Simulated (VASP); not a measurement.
# Co (P6_3/mmc) in VASP: notebook

Runs on Co. Level: PBE. Tasks: single point.

All numbers are computed with VASP 6.6.1; they aren't measurements. Logs are shortened: lines on timing, memory, paths and dates and some standing lists are left out, and cuts for length are marked.

## 1. The cell of the first run

The structure is hexagonal, space group P6_3/mmc (No. 194). The conventional cell has a = 2.472 Å, b = 2.472 Å, c = 4.021 Å, α = 90.00°, β = 90.00°, γ = 120.00°. Within 3.3 Å of Co (site symmetry -6m2) lie 12 Co at 2.47 Å.

## 2. Single point, PBE, collinear spin, zero start

INCAR reads:

```
PREC = Accurate
ENCUT = 520
EDIFF = 1E-7
ISMEAR = -1
SIGMA = 0.05
LREAL = F
LASPH = T
NELM = 150
ALGO = Fast
ISIF = 2
LWAVE = F
LCHARG = T
ISPIN = 2
MAGMOM = 0 0
LORBIT = 11
NUPDOWN = 0.0
LMAXMIX = 4
GGA = PE
LELF = T
LVHAR = T
NBANDS = 20
```

KPOINTS reads:

```
Automatic mesh
0
Gamma
  12 12 7
```

POSCAR reads:

```
Co
1.0
    2.4719999032      0.0000000000      0.0000000000
   -1.2359999516      2.1408147143      0.0000000000
    0.0000000000      0.0000000000      4.0211440800
Co
2
Direct
    0.6666666667      0.3333333333      0.7500000000
    0.3333333333      0.6666666667      0.2500000000
```

Potentials or basis: VASP PAW PBE potentials, release 64 (Co).

On the command line:

```sh
> cat potpaw_PBE.64/Co/POTCAR > POTCAR
> mpirun -np 1 vasp_std > vasp.out
```

OUTCAR:

```text
PREC = Accurate
   ENCUT = 520
   EDIFF = 1E-7
   ISMEAR = -1
   LREAL = F
   LASPH = T
   NELM = 150
   ISIF = 2
   ISPIN = 2
   LORBIT = 11
   NUPDOWN = 0.0
   GGA = PE

 ion  position               nearest neighbor table
   1  0.667  0.333  0.750-   2 2.47   2 2.47   2 2.47   2 2.47   2 2.47   2 2.47
   2  0.333  0.667  0.250-   1 2.47   1 2.47   1 2.47   1 2.47   1 2.47   1 2.47

  LATTYP: Found a hexagonal cell.
 ALAT       =     2.4719999032
 C/A-ratio  =     1.6266764715

  Lattice vectors:

 A1 = (   2.4719999032,   0.0000000000,   0.0000000000)
 A2 = (  -1.2359999516,   2.1408147143,   0.0000000000)
 A3 = (   0.0000000000,   0.0000000000,   4.0211440800)

Analysis of symmetry for initial positions (statically):
=====================================================================
 Subroutine PRICEL returns:
 Original cell was already a primitive cell.

 Routine SETGRP: Setting up the symmetry group for a
 hexagonal supercell.

 Subroutine GETGRP returns: Found 24 space group operations
 (whereof 12 operations were pure point group operations)
 out of a pool of 24 trial point group operations.

The static configuration has the point symmetry D_3d.
 The point group associated with its full space group is D_6h.

Analysis of symmetry for dynamics (positions and initial velocities):
=====================================================================
 Subroutine PRICEL returns:
 Original cell was already a primitive cell.

 Routine SETGRP: Setting up the symmetry group for a
 hexagonal supercell.

 Subroutine GETGRP returns: Found 24 space group operations
 (whereof 12 operations were pure point group operations)
 out of a pool of 24 trial point group operations.

The dynamic configuration has the point symmetry D_3d.
 The point group associated with its full space group is D_6h.

Analysis of structural, dynamic, and magnetic symmetry:
=====================================================================
 Subroutine PRICEL returns:
 Original cell was already a primitive cell.

 Routine SETGRP: Setting up the symmetry group for a
 hexagonal supercell.

 Subroutine GETGRP returns: Found 24 space group operations
 (whereof 12 operations were pure point group operations)
 out of a pool of 24 trial point group operations.

The overall configuration has the point symmetry D_3d.
 The point group associated with its full space group is D_6h.

 Subroutine INISYM returns: Found 24 space group operations
[... 111 lines left out ...]
   EFERMI =   0.00;   METHOD = LEGACY
   ISMEAR =    -1;   SIGMA  =   0.05  broadening in eV -4-tet -1-fermi 0-gaus
   EFERMI_NEDOS =   21; number of points for ismear=-14 and -15
   IALGO  =     68    algorithm
   IMIX   =      4    mixing-type and parameters
     AMIX     =   0.40;   BMIX     =  1.00
     AMIX_MAG =   1.60;   BMIX_MAG =  1.00
  volume/ion in A,a.u.               =      10.64        71.80
  Fermi-wavevector in a.u.,A,eV,Ry     =   1.548246  2.925761 32.614055  2.397065
  Thomas-Fermi vector in A             =   2.653224
   LORBIT       =     11    0 simple, 1 ext, 2 COOP (PROOUT), +10 PAW based schemes
   GGA     = PE    functional components
   LHFCALC =     F    Hartree Fock is set to
   AEXX    =    0.0000 exact exchange contribution
   IVDW    =     0    specifies the selected vdW correction
   LEPSILON=     F    determine dielectric tensor
   LRPA    =     F    only Hartree local field effects (RPA)
 spin polarized calculation
 RMM-DIIS sequential band-by-band and
  energy-cutoff  :      520.00
  volume of cell :       21.28
 maximum number of plane-waves:       585
   NGX =  9   NGY =  9   NGZ = 15

 number of electron      17.9999990 magnetization       0.0000000

 number of electron      17.9999990 magnetization      -0.0000000

 Free energy of the ion-electron system (eV)
  ---------------------------------------------------
  ext. energy  EPLUGINS =         0.00000000
  ---------------------------------------------------
  free energy    TOTEN  =       -13.64484722 eV

  energy without entropy =      -13.59794518  energy(sigma->0) =      -13.62139620

 E-fermi :  10.4514     XC(G=0): -13.5366

 val. band max:       10.4470516589   @ k =   0.3333   0.3333   0.1429
 cond. band min:      10.4543919435   @ k =   0.1667   0.1667   0.4286
 fundamental gap:      0.0073402846
 Fermi energy:        10.4514119265

 spin component 1

 k-point     1 :       0.0000    0.0000    0.0000
  band No.  band energies     occupation
      1       1.5000      1.00000
      2       5.7290      1.00000
      3       8.5703      1.00000
      4       8.6424      1.00000
      5       8.6424      1.00000
      6       8.9797      1.00000
[... 541 lines left out ...]
     19      34.0993      0.00000
     20      35.7782      0.00000

 [... further k-points ...]

 spin component 2

 k-point     1 :       0.0000    0.0000    0.0000
  band No.  band energies     occupation
      1       1.5000      1.00000
      2       5.7290      1.00000
      3       8.5703      1.00000
      4       8.6424      1.00000
      5       8.6424      1.00000
      6       8.9797      1.00000
[... 541 lines left out ...]
     19      34.0993      0.00000
     20      35.7782      0.00000

 [... further k-points ...]
[... 5 lines left out ...]
  --------------------------------------------------------------------------------------
  -------------------------------------------------------------------------------------
  Total       -0.9179492     -0.9179492     -1.1849023     -0.0000000      0.0000000      0.0000000
  in kB      -69.1117802    -69.1117802    -89.2104970     -0.0000000      0.0000000      0.0000000
  external PRESSURE =     -75.8113525 kB  Pullay stress =       0.0000000 kB

 VOLUME and BASIS-vectors are now :
 -----------------------------------------------------------------------------
  energy-cutoff  :      520.00
  volume of cell :       21.28
      direct lattice vectors                 reciprocal lattice vectors
     2.471999903  0.000000000  0.000000000     0.404530760  0.233555943  0.000000000
    -1.235999952  2.140814714  0.000000000     0.000000000  0.467111887  0.000000000
     0.000000000  0.000000000  4.021144080     0.000000000  0.000000000  0.248685444

 POSITION                                       TOTAL-FORCE (eV/Angst)
 -----------------------------------------------------------------------------------
      1.23600      0.71360      3.01586         0.000000     -0.000000      0.000000
     -0.00000      1.42721      1.00529        -0.000000      0.000000      0.000000
 -----------------------------------------------------------------------------------
    total drift:                                0.000000     -0.000000     -0.000000

  FREE ENERGIE OF THE ION-ELECTRON SYSTEM (eV)
  ---------------------------------------------------
  free  energy   TOTEN  =       -13.6448472249 eV

  energy  without entropy=      -13.5979451819  energy(sigma->0) =      -13.62139620

 total charge

# of ion       s       p       d       tot
------------------------------------------
    1        0.490   0.531   7.289   8.310
    2        0.490   0.531   7.289   8.310
--------------------------------------------------
tot          0.980   1.062  14.578  16.620

 magnetization (x)

# of ion       s       p       d       tot
------------------------------------------
    1       -0.000  -0.000   0.000   0.000
    2       -0.000  -0.000   0.000   0.000
--------------------------------------------------
tot         -0.000  -0.000   0.000   0.000
```

OSZICAR:

```text
N       E                     dE             d eps       ncg     rms          rms(c)
DAV:   1     0.837294818891E+02    0.83729E+02   -0.80455E+03  6464   0.123E+03
DAV:   2    -0.116961855780E+02   -0.95426E+02   -0.86254E+02  6156   0.217E+02
DAV:   3    -0.161736268645E+02   -0.44774E+01   -0.42597E+01  6920   0.560E+01
DAV:   4    -0.162421347446E+02   -0.68508E-01   -0.68447E-01  7416   0.614E+00
DAV:   5    -0.162442659307E+02   -0.21312E-02   -0.21311E-02  7168   0.105E+00    0.145E+01
RMM:   6    -0.141251219815E+02    0.21191E+01   -0.74353E+00  7251   0.293E+01    0.597E+00
RMM:   7    -0.136984743297E+02    0.42665E+00   -0.86852E-01  7146   0.106E+01    0.224E+00
RMM:   8    -0.136507966625E+02    0.47678E-01   -0.29562E-02  8522   0.116E+00    0.483E-01
RMM:   9    -0.136451671575E+02    0.56295E-02   -0.51323E-03  7885   0.820E-01    0.183E-01
RMM:  10    -0.136448200147E+02    0.34714E-03   -0.20842E-03  9147   0.245E-01    0.722E-02
RMM:  11    -0.136448556749E+02   -0.35660E-04   -0.35560E-04  9092   0.120E-01    0.435E-02
RMM:  12    -0.136448475535E+02    0.81214E-05   -0.64737E-05  9571   0.445E-02    0.147E-02
RMM:  13    -0.136448473414E+02    0.21208E-06   -0.10502E-05  9467   0.172E-02    0.881E-03
RMM:  14    -0.136448475483E+02   -0.20684E-06   -0.11860E-06  8561   0.914E-03    0.239E-03
RMM:  15    -0.136448472006E+02    0.34766E-06   -0.58133E-07  6510   0.402E-03    0.122E-03
RMM:  16    -0.136448472249E+02   -0.24295E-07   -0.76840E-08  4563   0.206E-03
   1 F= -.13644847E+02 E0= -.13621396E+02  d E =-.469020E-01  mag=     0.0000
```

stdout:

```text
POSCAR found type information on POSCAR Co
 POSCAR found :  1 types and       2 ions
 scaLAPACK will be used
 LDA part: xc-table for (Slater+PW92), standard interpolation
 POSCAR, INCAR and KPOINTS ok, starting setup
 FFT: planning ... GRIDC
 FFT: planning ... GRID_SOFT
 FFT: planning ... GRID
 WAVECAR not read
 entering main loop
 num prob  num prob RMM:  15    -0.136448472006E+02    0.34766E-06   -0.58133E-07  6510   0.402E-03    0.122E-03
 num prob  num prob WARNING in EDDRMM: call to ZHEGV failed, returncode =   8  4     16
 num prob RMM:  16    -0.136448472249E+02   -0.24295E-07   -0.76840E-08  4563   0.206E-03
```

Run time: 36 s. Hardware: 1 thread of AMD EPYC 9R45 (Zen 5), shared host; peak memory 0.13 GiB.

What came out:

```
Free energy                                           : -13.6448 eV
Pressure                                              : -7.6 GPa
Net moment                                            : 0.00 μB per cell
Valence electrons inside the program's atomic spheres : Co 8.31
```

Stress tensor (GPa, compression positive):
```
-6.91  0.00  0.00
 0.00 -6.91  0.00
 0.00  0.00 -8.92
```

Caveat: the total moment is fixed, so each spin has its own Fermi level.

## 3. Single point, PBE, collinear spin, ferromagnetic start

INCAR reads:

```
SYSTEM = Co
  ALGO = Fast
  EDIFF = 1E-6
  ENCUT = 520
  GGA = PE
  ISIF = 2
  ISMEAR = -1
  ISPIN = 2
  LASPH = .TRUE.
  LCHARG = .FALSE.
  LMAXMIX = 4
  LORBIT = 11
  LREAL = .FALSE.
  LWAVE = .FALSE.
  MAGMOM = 0.5 0.5
  NBANDS = 20
  NELM = 150
  NUPDOWN = 1.0
  PREC = Accurate
  SIGMA = 0.05
```

KPOINTS reads:

```
k-points
0
G
  12 12 7
  0 0 0
```

POSCAR is that of step 2.

Potentials or basis: VASP PAW PBE potentials, release 64 (Co).

On the command line:

```sh
> cat potpaw_PBE.64/Co/POTCAR > POTCAR
> mpirun -np 1 vasp_std > vasp.out
```

OUTCAR:

```text
SYSTEM = Co
   EDIFF = 1E-6
   ENCUT = 520
   GGA = PE
   ISIF = 2
   ISMEAR = -1
   ISPIN = 2
   LASPH = .TRUE.
   LORBIT = 11
   LREAL = .FALSE.
   NELM = 150
   NUPDOWN = 1.0
   PREC = Accurate

 ion  position               nearest neighbor table
   1  0.667  0.333  0.750-   2 2.47   2 2.47   2 2.47   2 2.47   2 2.47   2 2.47
   2  0.333  0.667  0.250-   1 2.47   1 2.47   1 2.47   1 2.47   1 2.47   1 2.47

  LATTYP: Found a hexagonal cell.
 ALAT       =     2.4719999032
 C/A-ratio  =     1.6266764715

  Lattice vectors:

 A1 = (   2.4719999032,   0.0000000000,   0.0000000000)
 A2 = (  -1.2359999516,   2.1408147143,   0.0000000000)
[... 1321 lines left out ...]

 VOLUME and BASIS-vectors are now :
 -----------------------------------------------------------------------------
  energy-cutoff  :      520.00
  volume of cell :       21.28
      direct lattice vectors                 reciprocal lattice vectors
     2.471999903  0.000000000  0.000000000     0.404530760  0.233555943  0.000000000
    -1.235999952  2.140814714  0.000000000     0.000000000  0.467111887  0.000000000
     0.000000000  0.000000000  4.021144080     0.000000000  0.000000000  0.248685444

 POSITION                                       TOTAL-FORCE (eV/Angst)
 -----------------------------------------------------------------------------------
      1.23600      0.71360      3.01586         0.000000     -0.000000      0.000000
     -0.00000      1.42721      1.00529        -0.000000      0.000000      0.000000
 -----------------------------------------------------------------------------------
    total drift:                                0.000000     -0.000000     -0.000000

  FREE ENERGIE OF THE ION-ELECTRON SYSTEM (eV)
  ---------------------------------------------------
  free  energy   TOTEN  =       -13.7026673442 eV

  energy  without entropy=      -13.6530750166  energy(sigma->0) =      -13.67787118

 total charge

# of ion       s       p       d       tot
------------------------------------------
    1        0.490   0.531   7.289   8.311
    2        0.490   0.531   7.289   8.311
--------------------------------------------------
tot          0.980   1.063  14.579  16.621

 magnetization (x)

# of ion       s       p       d       tot
------------------------------------------
    1       -0.007  -0.024   0.540   0.509
    2       -0.007  -0.024   0.540   0.509
--------------------------------------------------
tot         -0.014  -0.047   1.079   1.018
```

OSZICAR:

```text
N       E                     dE             d eps       ncg     rms          rms(c)
DAV:   1     0.838123607402E+02    0.83812E+02   -0.77254E+03  6464   0.119E+03
DAV:   2    -0.116944188374E+02   -0.95507E+02   -0.86290E+02  6156   0.217E+02
DAV:   3    -0.161734881531E+02   -0.44791E+01   -0.42603E+01  6924   0.559E+01
DAV:   4    -0.162420342777E+02   -0.68546E-01   -0.68479E-01  7432   0.614E+00
DAV:   5    -0.162441548599E+02   -0.21206E-02   -0.21204E-02  7176   0.104E+00    0.146E+01
RMM:   6    -0.141791551714E+02    0.20650E+01   -0.73939E+00  7253   0.292E+01    0.615E+00
RMM:   7    -0.137561289525E+02    0.42303E+00   -0.86205E-01  7150   0.105E+01    0.256E+00
RMM:   8    -0.137101387215E+02    0.45990E-01   -0.25631E-02  8482   0.106E+00    0.944E-01
RMM:   9    -0.137047910063E+02    0.53477E-02   -0.41488E-03  8595   0.450E-01    0.294E-01
RMM:  10    -0.137027467566E+02    0.20442E-02   -0.76677E-04  8381   0.266E-01    0.929E-02
RMM:  11    -0.137026610558E+02    0.85701E-04   -0.35802E-04  9401   0.101E-01    0.412E-02
RMM:  12    -0.137026668004E+02   -0.57446E-05   -0.54712E-05  9327   0.421E-02    0.192E-02
RMM:  13    -0.137026673442E+02   -0.54383E-06   -0.88696E-06  8475   0.167E-02
   1 F= -.13702667E+02 E0= -.13677871E+02  d E =-.495923E-01  mag=     1.0000
```

stdout:

```text
POSCAR found type information on POSCAR Co
 POSCAR found :  1 types and       2 ions
 scaLAPACK will be used
 LDA part: xc-table for (Slater+PW92), standard interpolation
 POSCAR, INCAR and KPOINTS ok, starting setup
 FFT: planning ... GRIDC
 FFT: planning ... GRID_SOFT
 FFT: planning ... GRID
 WAVECAR not read
 entering main loop
WARNING in EDDRMM: call to ZHEGV failed, returncode =   8  4     20
```

Wall time 28 s (1 thread of AMD EPYC 9R45 (Zen 5), shared host); peak memory 0.13 GiB.

Results:

| Property | Result |
| --- | --- |
| Free energy | -13.7027 eV |
| Pressure | -6.3 GPa |
| Net moment | 1.00 μB per cell |
| Site moments | Co +0.51 μB |
| Valence electrons inside the program's atomic spheres | Co 8.31 |

Caveat: the total moment is fixed, so each spin has its own Fermi level.
